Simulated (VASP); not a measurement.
# CaBr (P-6m2) in VASP: further runs, part 2 of 3

VASP 6.6.1.

## 3. Single point, PBE

This run uses another cell than the first one, of 26.53 Å³/atom.

Input file INCAR:

```
ALGO = Normal
EDIFF = 1E-6
ENCUT = 520
GGA = PE
ISIF = 2
ISMEAR = -1
LASPH = True
LCHARG = False
LREAL = False
LWAVE = False
NBANDS = 16
NELM = 80
PREC = Accurate
SIGMA = 0.05
```

Input file KPOINTS:

```
k-points
0
Gamma
  9 9 7
```

Input file POSCAR:

```
CaBr
1.0
    3.8096521988      0.0000000000      0.0000000000
   -1.9048260994      3.2992555855      0.0000000000
    0.0000000000      0.0000000000      4.2220411626
Ca Br
1 1
Direct
    0.0000000000      0.0000000000      0.0000000000
    0.3333333333      0.6666666667      0.5000000000
```

Potentials or basis: VASP PAW PBE potentials, release 64 (Ca_sv, Br).

Started as:

```
> cat potpaw_PBE.64/Ca_sv/POTCAR potpaw_PBE.64/Br/POTCAR > POTCAR
> mpirun -np 1 vasp_std > vasp.out
```

OUTCAR:

```text
EDIFF = 1E-6
   ENCUT = 520
   GGA = PE
   ISIF = 2
   ISMEAR = -1
   LASPH = True
   LREAL = False
   NELM = 80
   PREC = Accurate

 ion  position               nearest neighbor table
   1  0.000  0.000  0.000-
   2  0.333  0.667  0.500-

  LATTYP: Found a hexagonal cell.
 ALAT       =     3.8096521988
 C/A-ratio  =     1.1082484548

  Lattice vectors:

 A1 = (   3.8096521988,   0.0000000000,   0.0000000000)
 A2 = (  -1.9048260994,   3.2992555855,   0.0000000000)
 A3 = (   0.0000000000,   0.0000000000,   4.2220411626)

Analysis of symmetry for initial positions (statically):
=====================================================================
 Subroutine PRICEL returns:
 Original cell was already a primitive cell.

 Routine SETGRP: Setting up the symmetry group for a
 hexagonal supercell.

 Subroutine GETGRP returns: Found 12 space group operations
 (whereof 12 operations were pure point group operations)
 out of a pool of 24 trial point group operations.

The static configuration has the point symmetry D_3h.

Analysis of symmetry for dynamics (positions and initial velocities):
=====================================================================
 Subroutine PRICEL returns:
 Original cell was already a primitive cell.

 Routine SETGRP: Setting up the symmetry group for a
 hexagonal supercell.

 Subroutine GETGRP returns: Found 12 space group operations
 (whereof 12 operations were pure point group operations)
 out of a pool of 24 trial point group operations.

The dynamic configuration has the point symmetry D_3h.

 Subroutine INISYM returns: Found 12 space group operations
 (whereof 12 operations are pure point group operations),
 and found     1 'primitive' translations

----------------------------------------------------------------------------------------

                                     Primitive cell

  volume of cell :      53.0669

  direct lattice vectors                    reciprocal lattice vectors
     3.809652199  0.000000000  0.000000000     0.262491153  0.151549338  0.000000000
    -1.904826099  3.299255586  0.000000000     0.000000000  0.303098676  0.000000000
     0.000000000  0.000000000  4.222041163     0.000000000  0.000000000  0.236852262

  length of vectors
     3.809652199  3.809652200  4.222041163     0.303098676  0.303098676  0.236852262

  position of ions in fractional coordinates (direct lattice)
     0.000000000  0.000000000  0.000000000
     0.333333333  0.666666667  0.500000000

  ion indices of the primitive-cell ions
   primitive index   ion index
                 1           1
                 2           2

----------------------------------------------------------------------------------------

 KPOINTS: k-points

Automatic generation of k-mesh.
 Grid dimensions read from file:
 generate k-points for:    9    9    7

 Generating k-lattice:

  Cartesian coordinates                     Fractional coordinates (reciprocal lattice)
     0.029165684  0.016838815  0.000000000     0.111111111  0.000000000  0.000000000
     0.000000000  0.033677631  0.000000000     0.000000000  0.111111111  0.000000000
     0.000000000  0.000000000  0.033836037     0.000000000  0.000000000  0.142857143

  Length of vectors
     0.033677631  0.033677631  0.033836037

  Shift w.r.t. Gamma in fractional coordinates (k-lattice)
     0.000000000  0.000000000  0.000000000

 Subroutine IBZKPT returns following result:
 ===========================================

 Found     48 irreducible k-points:

 Following reciprocal coordinates:
            Coordinates               Weight
  0.000000  0.000000  0.000000      1.000000
  0.111111  0.000000  0.000000      6.000000
  0.222222  0.000000  0.000000      6.000000
  0.333333  0.000000  0.000000      6.000000
  0.444444  0.000000  0.000000      6.000000
  0.111111  0.111111  0.000000      6.000000
[... 16 lines left out ...]
  0.333333  0.222222  0.142857     24.000000
  0.333333  0.333333  0.142857      4.000000
 [... further k-points ...]
   k-points           NKPTS =     48   k-points in BZ     NKDIM =     48   number of bands    NBANDS=     16
   number of dos      NEDOS =    301   number of ions     NIONS =      2
   total plane-waves  NPLWV =  25088
   dimension x,y,z NGX =    28 NGY =   28 NGZ =   32
   dimension x,y,z NGXF=    56 NGYF=   56 NGZF=   64
   ions per type =               1   1
   NGX,Y,Z   is equivalent  to a cutoff of  12.22, 12.22, 12.60 a.u.
   NGXF,Y,Z  is equivalent  to a cutoff of  24.44, 24.44, 25.20 a.u.
 SYSTEM =  unknown system
   PREC   = accura    normal or accurate (medium, high low for compatibility)
   ISTART =      0    job   : 0-new  1-cont  2-samecut
   ICHARG =      2    charge: 1-file 2-atom 10-const
   ISPIN  =      1    spin polarized calculation?
   LNONCOLLINEAR =      F non collinear calculations
   LSORBIT =      F    spin-orbit coupling
   LASPH  =      T    aspherical Exc in radial PAW
   ENCUT  =  520.0 eV  38.22 Ry    6.18 a.u.   7.08  7.08  7.85*2*pi/ulx,y,z
   NELM   =     80;   NELMIN=  2; NELMDL= -5     # of ELM steps
   EDIFF  = 0.1E-05   stopping-criterion for ELM
   LREAL  =      F    real-space projection
   EDIFFG = 0.1E-04   stopping-criterion for IOM
   NSW    =      0    number of steps for IOM
   IBRION =     -1    ionic relax: 0-MD 1-quasi-New 2-CG
   NFREE  =      0    steps in history (QN), initial steepest desc. (CG)
   ISIF   =      2    stress and relaxation
   ISYM   =      2    0-nonsym 1-usesym 2-fastsym
   POTIM  = 0.5000    time-step for ionic-motion
   TEBEG  =    0.0;   TEEND  =   0.0 temperature during run
   PSTRESS=    0.0 pullay stress
   NELECT =      17.0000    total number of electrons
   NUPDOWN=      -1.0000    fix difference up-down
   EMIN   =  10.00;   EMAX   =-10.00  energy-range for DOS
   EFERMI =   0.00;   METHOD = LEGACY
   ISMEAR =    -1;   SIGMA  =   0.05  broadening in eV -4-tet -1-fermi 0-gaus
   EFERMI_NEDOS =   21; number of points for ismear=-14 and -15
   IALGO  =     38    algorithm
   IMIX   =      4    mixing-type and parameters
     AMIX     =   0.40;   BMIX     =  1.00
     AMIX_MAG =   1.60;   BMIX_MAG =  1.00
  volume/ion in A,a.u.               =      26.53       179.06
  Fermi-wavevector in a.u.,A,eV,Ry     =   1.120168  2.116811 17.072273  1.254777
  Thomas-Fermi vector in A             =   2.256813
   LORBIT       =      0    0 simple, 1 ext, 2 COOP (PROOUT), +10 PAW based schemes
   GGA     = PE    functional components
   LHFCALC =     F    Hartree Fock is set to
   AEXX    =    0.0000 exact exchange contribution
   IVDW    =     0    specifies the selected vdW correction
   LEPSILON=     F    determine dielectric tensor
   LRPA    =     F    only Hartree local field effects (RPA)
 non-spin polarized calculation
  energy-cutoff  :      520.00
  volume of cell :       53.07
 maximum number of plane-waves:      1446
   NGX = 15   NGY = 15   NGZ = 15

 number of electron      16.9999999 magnetization

 Free energy of the ion-electron system (eV)
  ---------------------------------------------------
  ext. energy  EPLUGINS =         0.00000000
  ---------------------------------------------------
  free energy    TOTEN  =        -6.00121166 eV

  energy without entropy =       -5.97411275  energy(sigma->0) =       -5.98766220

 E-fermi :   5.2668     XC(G=0):  -9.1570

 val. band max:        5.2661281159   @ k =   0.3333   0.1111   0.0000
 cond. band min:       5.2675696306   @ k =   0.3333   0.1111   0.2857
 fundamental gap:      0.0014415146
 Fermi energy:         5.2667513906

 k-point     1 :       0.0000    0.0000    0.0000
  band No.  band energies     occupation
      1     -36.8842      2.00000
      2     -17.9809      2.00000
      3     -17.8363      2.00000
      4     -17.8363      2.00000
      5     -12.6831      2.00000
      6      -0.4851      2.00000
[... 8 lines left out ...]
     15      11.4403      0.00000
     16      12.0382      0.00000
[... 419 lines left out ...]
 k-point    24 :       0.3333    0.3333    0.1429
  band No.  band energies     occupation
      1     -36.8673      2.00000
      2     -17.9773      2.00000
      3     -17.9565      2.00000
      4     -17.9436      2.00000
      5     -12.1481      2.00000
      6      -1.3477      2.00000
[... 8 lines left out ...]
     15      11.3540      0.00000
     16      11.4279      0.00000

 [... further k-points ...]

------------------------ aborting loop because EDIFF is reached ----------------------------------------

  FORCE on cell =-STRESS in cart. coord.  units (eV):
  Direction    XX          YY          ZZ          XY          YZ          ZX
  --------------------------------------------------------------------------------------
  -------------------------------------------------------------------------------------
  Total        0.8515469      0.8515469      0.8531569      0.0000000      0.0000000      0.0000000
  in kB       25.7096053     25.7096053     25.7582125      0.0000000      0.0000000      0.0000000
  external PRESSURE =      25.7258077 kB  Pullay stress =       0.0000000 kB

 VOLUME and BASIS-vectors are now :
 -----------------------------------------------------------------------------
  energy-cutoff  :      520.00
  volume of cell :       53.07
      direct lattice vectors                 reciprocal lattice vectors
     3.809652199  0.000000000  0.000000000     0.262491153  0.151549338  0.000000000
    -1.904826099  3.299255586  0.000000000     0.000000000  0.303098676  0.000000000
     0.000000000  0.000000000  4.222041163     0.000000000  0.000000000  0.236852262

 POSITION                                       TOTAL-FORCE (eV/Angst)
 -----------------------------------------------------------------------------------
      0.00000      0.00000      0.00000        -0.000000     -0.000000      0.000000
     -0.00000      2.19950      2.11102         0.000000      0.000000      0.000000
 -----------------------------------------------------------------------------------
    total drift:                               -0.000000      0.000000     -0.000000

  FREE ENERGIE OF THE ION-ELECTRON SYSTEM (eV)
  ---------------------------------------------------
  free  energy   TOTEN  =        -6.0012116634 eV

  energy  without entropy=       -5.9741127462  energy(sigma->0) =       -5.98766220
```

OSZICAR:

```text
N       E                     dE             d eps       ncg     rms          rms(c)
DAV:   1     0.125411581425E+03    0.12541E+03   -0.77456E+03  1536   0.952E+02
DAV:   2    -0.444110076438E+00   -0.12586E+03   -0.11984E+03  1928   0.245E+02
DAV:   3    -0.584656716574E+01   -0.54025E+01   -0.53434E+01  2072   0.496E+01
DAV:   4    -0.606517358192E+01   -0.21861E+00   -0.21831E+00  2184   0.848E+00
DAV:   5    -0.606635643678E+01   -0.11829E-02   -0.11828E-02  2072   0.695E-01    0.436E+00
DAV:   6    -0.600539198546E+01    0.60964E-01   -0.97502E-02  1936   0.255E+00    0.282E+00
DAV:   7    -0.600181759485E+01    0.35744E-02   -0.79318E-02  1984   0.241E+00    0.419E-01
DAV:   8    -0.600104944980E+01    0.76815E-03   -0.81722E-03  1840   0.856E-01    0.642E-02
DAV:   9    -0.600118505677E+01   -0.13561E-03   -0.55082E-04  2368   0.181E-01    0.389E-02
DAV:  10    -0.600120461356E+01   -0.19557E-04   -0.38880E-05  1712   0.547E-02    0.995E-03
DAV:  11    -0.600121145381E+01   -0.68403E-05   -0.11479E-05  1832   0.253E-02    0.303E-03
DAV:  12    -0.600121166339E+01   -0.20958E-06   -0.31202E-07  1336   0.432E-03
   1 F= -.60012117E+01 E0= -.59876622E+01  d E =-.270989E-01
```

stdout:

```text
POSCAR found type information on POSCAR CaBr
 POSCAR found :  2 types and       2 ions
 scaLAPACK will be used
 LDA part: xc-table for (Slater+PW92), standard interpolation
 POSCAR, INCAR and KPOINTS ok, starting setup
 FFT: planning ... GRIDC
 FFT: planning ... GRID_SOFT
 FFT: planning ... GRID
 WAVECAR not read
 entering main loop
```

Run time: 47 s. Hardware: 1 thread of Intel Xeon 8259CL, shared host; peak memory 0.19 GiB.

What came out:

```yaml
Free_energy: -6.0012 eV
Pressure: 2.6 GPa
Band_gap_on_the_k_mesh: zero (an odd number of electrons rules out a gap without spin polarisation)
```

Caveat: an odd number of electrons without spin polarisation forces a metal; a magnetic or distorted state may lie lower.

## 4. Single point, PBE

This run uses another cell than the first one, of 27.69 Å³/atom.

Input file INCAR:

```
SYSTEM = CaBr
PREC     = Accurate       ! precision mode
ENCUT    = 520            ! plane-wave cutoff, eV
EDIFF    = 1E-6           ! SCF threshold, eV
ISMEAR   = -1             ! smearing method
SIGMA    = 0.05           ! smearing width, eV
LREAL    = .FALSE.        ! projectors in reciprocal space
LASPH    = .TRUE.         ! aspherical terms in the spheres
NELM     = 60             ! most SCF steps
ALGO     = Normal         ! electronic algorithm
ISIF     = 2              ! what is computed and relaxed
LWAVE    = .FALSE.        ! write WAVECAR
LCHARG   = .FALSE.        ! write CHGCAR
GGA      = PE             ! functional
NBANDS   = 16             ! bands
```

Input file KPOINTS:

```
regular mesh
0
G
  9 9 7
  0 0 0
```

Input file POSCAR:

```
CaBr
1.0
    3.8640831556      0.0000000000      0.0000000000
   -1.9320415778      3.3463941768      0.0000000000
    0.0000000000      0.0000000000      4.2823641864
Ca Br
1 1
Direct
    0.0000000000      0.0000000000      0.0000000000
    0.3333333333      0.6666666667      0.5000000000
```

Started as:

```
> cat potpaw_PBE.64/Ca_sv/POTCAR potpaw_PBE.64/Br/POTCAR > POTCAR
> mpirun -np 1 vasp_std > vasp.out
```

Wall time 66 s (1 thread of Intel Xeon 8259CL, shared host); peak memory 0.2 GiB.

The run converged. Its results:

| Quantity | Value |
| --- | --- |
| Free energy | -6.0296 eV |
| Pressure | 1.4 GPa |
| Band gap on the k mesh | zero (an odd number of electrons rules out a gap without spin polarisation) |

Stress tensor (GPa, compression positive):
```
1.24 0.00 0.00
0.00 1.24 0.00
0.00 0.00 1.61
```

Levels at points of the mesh, in eV from the Fermi level:
```csv
k point,band 4,band 5,band 6,band 7,band 8,band 9,band 10,band 11,band 12,band 13
"(0.00, 0.00, 0.00)",-23.23,-17.79,-5.67,-4.65,-4.65,-1.81,0.52,2.38,2.38,2.90
```

Caveat: an odd number of electrons without spin polarisation forces a metal; a magnetic or distorted state may lie lower.

(Part 2 of 3 ends here.)
